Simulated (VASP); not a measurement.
Here is a VASP 6.6.1 calculation.

The input INCAR:

```
SYSTEM = Re
ALGO = Normal
EDIFF = 1E-8
ENCUT = 520
GGA = CA
ISIF = 2
ISMEAR = -1
LASPH = .True.
LCHARG = .False.
LEFG = .True.
LREAL = .False.
LWAVE = .False.
NBANDS = 10
NELM = 60
PREC = Accurate
SIGMA = 0.03
```

Contents of KPOINTS:

```
k-points
0
Gamma
  14 14 14
  0 0 0
```

Contents of POSCAR:

```
Re
1.0
    0.0395000000      1.9947500000      1.9947500000
    1.9947500000      0.0395000000      1.9947500000
    1.9947500000      1.9947500000      0.0395000000
Re
1
Direct
    0.0000000000      0.0000000000      0.0000000000
```

Potentials or basis: VASP PAW LDA potentials, release 64 (Re).

Run with:

```console
$ cat potpaw_LDA.64/Re/POTCAR > POTCAR
$ mpirun -np 1 vasp_std > vasp.out
```

Problem. What does it give for the pressure?

Solution. -22.7 GPa.

Problem. What does it give for the band gap on the k mesh?

Solution. Zero (an odd number of electrons rules out a gap without spin polarisation).

Electric field gradients, principal values (V/Å²):
| atom | least | middle | greatest (by size) |
| --- | --- | --- | --- |
| 1 Re | -33.817 | -33.817 | 67.633 |

Caveat: the cell differs from its parent crystal (equal xy, yz and zx shear strains of +2 %); the cell stands under tension; without QUAD_EFG the Cq values of the log hold for a quadrupole moment of 1 mb, not for the nuclei; spin-orbit coupling is left out, which moves the levels of the heavy elements.
